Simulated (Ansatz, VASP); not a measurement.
**SiB4 in VASP and in Ansatz**

Contents of INCAR:

```
ALGO = Normal
EDIFF = 1E-6
ENCUT = 520
GGA = PE
ISIF = 2
ISMEAR = 0
LASPH = T
LCHARG = F
LREAL = F
LWAVE = F
NBANDS = 16
NELM = 100
PREC = Accurate
SIGMA = 0.1
```

Contents of KPOINTS:

```
k-points
0
Gamma
  6 6 4
```

POSCAR

```
SiB4
1.0
    3.4634297700      0.0000000000      0.0000000000
   -1.7317148800      2.9994181600      0.0000000000
    0.0000000000      0.0000000000      4.2308095500
Si B
1 4
Direct
    0.3333333300      0.6666666700      0.2824385900
    0.2125303300      0.7874696700      0.8407042400
    0.2125303300      0.4250606600      0.8407042400
    0.5749393400      0.7874696700      0.8407042400
    0.0000000000      0.0000000000      0.7176296300
```

Input for Ansatz:

```yaml
crystal:
  lattice:
    - [3.46342977, 0.0, 0.0]
    - [-1.73171488, 2.99941816, 0.0]
    - [0.0, 0.0, 4.23080955]
  atoms:
    - { symbol: Si, position: [0.33333333, 0.66666667, 0.28243859] }
    - { symbol: B, position: [0.21253033, 0.78746967, 0.84070424] }
    - { symbol: B, position: [0.21253033, 0.42506066, 0.84070424] }
    - { symbol: B, position: [0.57493934, 0.78746967, 0.84070424] }
    - { symbol: B, position: [0.0, 0.0, 0.71762963] }
basis:
  ecutwfc: 420
kpoints:
  mp_grid: { grid: [6, 6, 4] }
hamiltonian:
  xc: pbe
scf:
  occupations: { method: gaussian, width: 0.1 }
  lower_state_search: "off"
output:
  forces: true
  stress: true
  eigenvalues: true
```

Alike in both runs: task single point; functional PBE; k mesh 6 × 6 × 4; occupations gaussian, width 0.1 eV; no spin polarisation.

|  | VASP | Ansatz |
| --- | --- | --- |
| version | VASP 6.6.1 | Ansatz 0.2.0 |
| potentials or method | VASP PAW PBE potentials, release 64 (Si, B), cutoff 520 eV | scalar-relativistic, plane waves, PAW |
| valence electrons in the cell | 16 | 16 |

VASP gave:

| Property | Result |
| --- | --- |
| gap on the k mesh at the Fermi level (eV) | none |
| rms of the force components (eV/Å) | 9.741 |

Q: What did Ansatz give for the same quantities?

A: gap on the k mesh at the Fermi level (eV): none; rms of the force components (eV/Å): 9.592.

Atom by atom the forces differ by 0.162 eV/Å (rms over components). A gap of «none» marks a metal or a gap that the smearing closes. The functional is the same, so the differences come from potentials, cutoffs and numerics.

The k mesh is coarse, so the values compare programs but aren't converged.
